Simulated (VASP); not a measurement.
# InP in VASP: single point with PBEsol

Aim: the single point of InP with PBEsol.

Everything below comes from runs of VASP 6.6.1. Logs are shortened: lines on timing, memory, paths and dates and some standing lists are left out, and cuts for length are marked.

## Step 1: The cell of the first run

The cell holds a slab with vacuum, 6 atoms: a = 4.157 Å, b = 4.157 Å, c = 24.636 Å, α = 90.00°, β = 90.00°, γ = 120.00°.

## Step 2: Single point, PBEsol

INCAR reads:

```
SYSTEM = InP
PREC     = Accurate       ! precision mode
ENCUT    = 520            ! plane-wave cutoff, eV
EDIFF    = 1E-6           ! SCF threshold, eV
ISMEAR   = 0              ! smearing method
SIGMA    = 0.05           ! smearing width, eV
LREAL    = .FALSE.        ! projectors in reciprocal space
LASPH    = .TRUE.         ! aspherical terms in the spheres
NELM     = 80             ! most SCF steps
ALGO     = Normal         ! electronic algorithm
ISIF     = 2              ! what is computed and relaxed
LWAVE    = .FALSE.        ! write WAVECAR
LCHARG   = .FALSE.        ! write CHGCAR
LDIPOL   = .TRUE.       
IDIPOL   = 3            
DIPOL    = 0.5 0.5 0.500
GGA      = PS             ! functional
NBANDS   = 36             ! bands
```

KPOINTS reads:

```
regular mesh
0
G
  9 9 1
  0 0 0
```

POSCAR reads:

```
InP
1.0
    4.1565024026      0.0000000000      0.0000000000
   -2.0782512013      3.5996366715      0.0000000000
    0.0000000000      0.0000000000     24.6359825008
P In
3 3
Direct
    0.0000000000      0.0000000000      0.3450237879
    0.3333333333      0.6666666667      0.4827804209
    0.6666666667      0.3333333333      0.6225963382
    0.3333333333      0.6666666667      0.3794629461
    0.6666666667      0.3333333333      0.5144603101
    0.0000000000      0.0000000000      0.6528028318
```

Potentials or basis: VASP PAW PBE potentials, release 64 (P, In_d).

Run with:

```bash
cat potpaw_PBE.64/P/POTCAR potpaw_PBE.64/In_d/POTCAR > POTCAR
mpirun -np 1 vasp_std > vasp.out
```

OUTCAR:

```text
SYSTEM = InP
   PREC = Accurate
   ENCUT = 520
   EDIFF = 1E-6
   ISMEAR = 0
   LREAL = .FALSE.
   LASPH = .TRUE.
   NELM = 80
   ISIF = 2
   GGA = PS

 ion  position               nearest neighbor table
   1  0.000  0.000  0.345-   4 2.55   4 2.55   4 2.55
   2  0.333  0.667  0.483-   5 2.52   5 2.52   5 2.52   4 2.55
   3  0.667  0.333  0.623-   6 2.51   6 2.51   6 2.51   5 2.66
   4  0.333  0.667  0.379-   1 2.55   1 2.55   1 2.55   2 2.55
   5  0.667  0.333  0.514-   2 2.52   2 2.52   2 2.52   3 2.66
   6  0.000  0.000  0.653-   3 2.51   3 2.51   3 2.51

  LATTYP: Found a hexagonal cell.
 ALAT       =     4.1565024026
 C/A-ratio  =     5.9270944931

  Lattice vectors:

 A1 = (   4.1565024026,   0.0000000000,   0.0000000000)
 A2 = (  -2.0782512013,   3.5996366715,   0.0000000000)
 A3 = (   0.0000000000,   0.0000000000,  24.6359825008)

Analysis of symmetry for initial positions (statically):
=====================================================================
 Subroutine PRICEL returns:
 Original cell was already a primitive cell.

 Routine SETGRP: Setting up the symmetry group for a
 hexagonal supercell.

 Subroutine GETGRP returns: Found  6 space group operations
 (whereof  6 operations were pure point group operations)
 out of a pool of 24 trial point group operations.

The static configuration has the point symmetry C_3v.

Analysis of symmetry for dynamics (positions and initial velocities):
=====================================================================
 Subroutine PRICEL returns:
 Original cell was already a primitive cell.

 Routine SETGRP: Setting up the symmetry group for a
 hexagonal supercell.

 Subroutine GETGRP returns: Found  6 space group operations
 (whereof  6 operations were pure point group operations)
 out of a pool of 24 trial point group operations.

The dynamic configuration has the point symmetry C_3v.

 Subroutine INISYM returns: Found  6 space group operations
 (whereof  6 operations are pure point group operations),
 and found     1 'primitive' translations

----------------------------------------------------------------------------------------

                                     Primitive cell

  volume of cell :     368.6011

  direct lattice vectors                    reciprocal lattice vectors
     4.156502403  0.000000000  0.000000000     0.240586893  0.138902908  0.000000000
    -2.078251201  3.599636671  0.000000000     0.000000000  0.277805815  0.000000000
     0.000000000  0.000000000 24.635982501     0.000000000  0.000000000  0.040591034

  length of vectors
     4.156502403  4.156502403 24.635982501     0.277805815  0.277805815  0.040591034

  position of ions in fractional coordinates (direct lattice)
     0.000000000  0.000000000  0.345023788
     0.333333333  0.666666667  0.482780421
     0.666666667  0.333333333  0.622596338
     0.333333333  0.666666667  0.379462946
     0.666666667  0.333333333  0.514460310
     0.000000000  0.000000000  0.652802832

  ion indices of the primitive-cell ions
   primitive index   ion index
                 1           1
                 2           2
                 3           3
                 4           4
                 5           5
                 6           6

----------------------------------------------------------------------------------------

 KPOINTS: regular mesh

Automatic generation of k-mesh.
 Grid dimensions read from file:
 generate k-points for:    9    9    1

 Generating k-lattice:

  Cartesian coordinates                     Fractional coordinates (reciprocal lattice)
     0.026731877  0.015433656  0.000000000     0.111111111  0.000000000  0.000000000
     0.000000000  0.030867313  0.000000000     0.000000000  0.111111111  0.000000000
     0.000000000  0.000000000  0.040591034     0.000000000  0.000000000  1.000000000

  Length of vectors
     0.030867313  0.030867313  0.040591034

  Shift w.r.t. Gamma in fractional coordinates (k-lattice)
     0.000000000  0.000000000  0.000000000

 Subroutine IBZKPT returns following result:
 ===========================================

 Found     12 irreducible k-points:

 Following reciprocal coordinates:
            Coordinates               Weight
  0.000000  0.000000  0.000000      1.000000
  0.111111  0.000000  0.000000      6.000000
  0.222222  0.000000  0.000000      6.000000
  0.333333  0.000000  0.000000      6.000000
  0.444444  0.000000  0.000000      6.000000
  0.111111  0.111111  0.000000      6.000000
  0.222222  0.111111  0.000000     12.000000
  0.333333  0.111111  0.000000     12.000000
  0.444444  0.111111  0.000000      6.000000
  0.222222  0.222222  0.000000      6.000000
  0.333333  0.222222  0.000000     12.000000
  0.333333  0.333333  0.000000      2.000000
   k-points           NKPTS =     12   k-points in BZ     NKDIM =     12   number of bands    NBANDS=     36
   number of dos      NEDOS =    301   number of ions     NIONS =      6
   total plane-waves  NPLWV = 196608
   dimension x,y,z NGX =    32 NGY =   32 NGZ =  192
   dimension x,y,z NGXF=    64 NGYF=   64 NGZF=  384
   ions per type =               3   3
   NGX,Y,Z   is equivalent  to a cutoff of  12.80, 12.80, 12.96 a.u.
   NGXF,Y,Z  is equivalent  to a cutoff of  25.60, 25.60, 25.91 a.u.
 SYSTEM =  InP
   PREC   = accura    normal or accurate (medium, high low for compatibility)
   ISTART =      0    job   : 0-new  1-cont  2-samecut
   ICHARG =      2    charge: 1-file 2-atom 10-const
   ISPIN  =      1    spin polarized calculation?
   LNONCOLLINEAR =      F non collinear calculations
   LSORBIT =      F    spin-orbit coupling
   LASPH  =      T    aspherical Exc in radial PAW
   ENCUT  =  520.0 eV  38.22 Ry    6.18 a.u.   7.73  7.73 45.81*2*pi/ulx,y,z
   NELM   =     80;   NELMIN=  2; NELMDL= -5     # of ELM steps
   EDIFF  = 0.1E-05   stopping-criterion for ELM
   LREAL  =      F    real-space projection
   EDIFFG = 0.1E-04   stopping-criterion for IOM
   NSW    =      0    number of steps for IOM
   IBRION =     -1    ionic relax: 0-MD 1-quasi-New 2-CG
   NFREE  =      0    steps in history (QN), initial steepest desc. (CG)
   ISIF   =      2    stress and relaxation
   ISYM   =      2    0-nonsym 1-usesym 2-fastsym
   POTIM  = 0.5000    time-step for ionic-motion
   TEBEG  =    0.0;   TEEND  =   0.0 temperature during run
   PSTRESS=    0.0 pullay stress
   NELECT =      54.0000    total number of electrons
   NUPDOWN=      -1.0000    fix difference up-down
   EMIN   =  10.00;   EMAX   =-10.00  energy-range for DOS
   EFERMI =   0.00;   METHOD = LEGACY
   ISMEAR =     0;   SIGMA  =   0.05  broadening in eV -4-tet -1-fermi 0-gaus
   EFERMI_NEDOS =   21; number of points for ismear=-14 and -15
   IALGO  =     38    algorithm
   IMIX   =      4    mixing-type and parameters
     AMIX     =   0.40;   BMIX     =  1.00
     AMIX_MAG =   1.60;   BMIX_MAG =  1.00
  volume/ion in A,a.u.               =      61.43       414.57
  Fermi-wavevector in a.u.,A,eV,Ry     =   0.863019  1.630870 10.133653  0.744802
  Thomas-Fermi vector in A             =   1.980907
   LORBIT       =      0    0 simple, 1 ext, 2 COOP (PROOUT), +10 PAW based schemes
   GGA     = PS    functional components
   LHFCALC =     F    Hartree Fock is set to
   AEXX    =    0.0000 exact exchange contribution
   IVDW    =     0    specifies the selected vdW correction
   LEPSILON=     F    determine dielectric tensor
   LRPA    =     F    only Hartree local field effects (RPA)
 non-spin polarized calculation
 Gauss-broadening in eV      SIGMA  =   0.05
  energy-cutoff  :      520.00
  volume of cell :      368.60
 maximum number of plane-waves:     10009
 NGX is ok and might be reduce to    32
   NGX = 15   NGY = 15   NGZ = 91

 dipolmoment           0.000000      0.000000      0.064621 electrons x Angstroem

 number of electron      54.0000008 magnetization

 dipolmoment           0.000000      0.000000     -0.220469 electrons x Angstroem

 Free energy of the ion-electron system (eV)
  ---------------------------------------------------
  ext. energy  EPLUGINS =         0.00000000
  ---------------------------------------------------
  free energy    TOTEN  =       -25.31638825 eV

  energy without entropy =      -25.30959321  energy(sigma->0) =      -25.31299073

 E-fermi :  -0.4652     XC(G=0):  -4.4476

 val. band max:       -0.4793136774   @ k =   0.4444   0.1111   0.0000
 cond. band min:      -0.4524881519   @ k =   0.1111   0.0000   0.0000
 fundamental gap:      0.0268255254
 Fermi energy:        -0.4651682058

 k-point     1 :       0.0000    0.0000    0.0000
  band No.  band energies     occupation
      1     -15.8243      2.00000
      2     -15.7517      2.00000
      3     -15.7517      2.00000
      4     -15.6361      2.00000
      5     -15.6361      2.00000
      6     -15.3047      2.00000
[... 28 lines left out ...]
     35       3.4957      0.00000
     36       3.4957      0.00000

 k-point     2 :       0.1111    0.0000    0.0000
  band No.  band energies     occupation
      1     -15.8312      2.00000
      2     -15.7491      2.00000
      3     -15.7461      2.00000
      4     -15.6386      2.00000
      5     -15.6331      2.00000
      6     -15.3030      2.00000
[... 28 lines left out ...]
     35       3.2823      0.00000
     36       3.7774      0.00000

 k-point     3 :       0.2222    0.0000    0.0000
  band No.  band energies     occupation
      1     -15.8543      2.00000
      2     -15.7372      2.00000
      3     -15.7337      2.00000
      4     -15.6443      2.00000
      5     -15.6234      2.00000
      6     -15.3075      2.00000
[... 28 lines left out ...]
     35       3.9011      0.00000
     36       4.1374      0.00000
[... 274 lines left out ...]
 k-point    11 :       0.3333    0.2222    0.0000
  band No.  band energies     occupation
      1     -15.8948      2.00000
      2     -15.7257      2.00000
      3     -15.7077      2.00000
      4     -15.6443      2.00000
      5     -15.6087      2.00000
      6     -15.3302      2.00000
[... 28 lines left out ...]
     35       4.4694      0.00000
     36       5.0186      0.00000

 k-point    12 :       0.3333    0.3333    0.0000
  band No.  band energies     occupation
      1     -15.8942      2.00000
      2     -15.7264      2.00000
      3     -15.7048      2.00000
      4     -15.6396      2.00000
      5     -15.6156      2.00000
      6     -15.3283      2.00000
[... 28 lines left out ...]
     35       4.6551      0.00000
     36       5.4506      0.00000

------------------------ aborting loop because EDIFF is reached ----------------------------------------

 vacuum level on the upper side and lower side of the slab       (xc-potential included)        -1.457         1.147

  FORCE on cell =-STRESS in cart. coord.  units (eV):
  Direction    XX          YY          ZZ          XY          YZ          ZX
  --------------------------------------------------------------------------------------
  -------------------------------------------------------------------------------------
  Total       -0.3599293     -0.3599293      1.1004354      0.0000000      0.0000000      0.0000000
  in kB       -1.5644844     -1.5644844      4.7832001      0.0000000      0.0000000      0.0000000
  external PRESSURE =       0.5514104 kB  Pullay stress =       0.0000000 kB

 VOLUME and BASIS-vectors are now :
 -----------------------------------------------------------------------------
  energy-cutoff  :      520.00
  volume of cell :      368.60
      direct lattice vectors                 reciprocal lattice vectors
     4.156502403  0.000000000  0.000000000     0.240586893  0.138902908  0.000000000
    -2.078251201  3.599636671  0.000000000     0.000000000  0.277805815  0.000000000
     0.000000000  0.000000000 24.635982501     0.000000000  0.000000000  0.040591034

 POSITION                                       TOTAL-FORCE (eV/Angst)
 -----------------------------------------------------------------------------------
      0.00000      0.00000      8.50000         0.000000     -0.000000      0.222644
     -0.00000      2.39976     11.89377         0.000000     -0.000000      0.558523
      2.07825      1.19988     15.33827         0.000000     -0.000000     -0.001930
     -0.00000      2.39976      9.34844         0.000000      0.000000     -0.761482
      2.07825      1.19988     12.67424        -0.000000     -0.000000     -0.009875
      0.00000      0.00000     16.08244         0.000000      0.000000     -0.007881
 -----------------------------------------------------------------------------------
    total drift:                               -0.000001     -0.000000     -0.002136

  FREE ENERGIE OF THE ION-ELECTRON SYSTEM (eV)
  ---------------------------------------------------
  free  energy   TOTEN  =       -25.3163882501 eV

  energy  without entropy=      -25.3095932059  energy(sigma->0) =      -25.31299073

 vacuum level on the upper side and lower side of the slab         2.689         5.347
```

Wall time 6.9 min (1 thread of Intel Xeon Platinum 8488C (Sapphire Rapids), shared host); peak memory 0.52 GiB.

Results:

| Property | Result |
| --- | --- |
| Free energy | -25.3164 eV |
| Largest force | 0.761 eV/Å |
| Band gap on the k mesh | zero (band 27 reaches -0.27 eV, above the bottom of band 28 at -0.48 eV) |

Forces in eV/Å, atoms in the order of the input:
```
P    0.000  0.000  0.223
P    0.000  0.000  0.559
P    0.000  0.000 -0.002
In   0.000  0.000 -0.761
In   0.000  0.000 -0.010
In   0.000  0.000 -0.008
```

Levels at points of the mesh, in eV from the Fermi level:
```csv
k point,band 24,band 25,band 26,band 27,band 28,band 29,band 30,band 31
"(0.00, 0.00, 0.00)",-1.09,-1.09,0.14,0.19,0.19,0.71,1.37,1.95
```

Caveat: the PAW data sets were made with another functional, which shifts forces and pressure a little; spin-orbit coupling is left out, which moves the levels of the heavy elements.
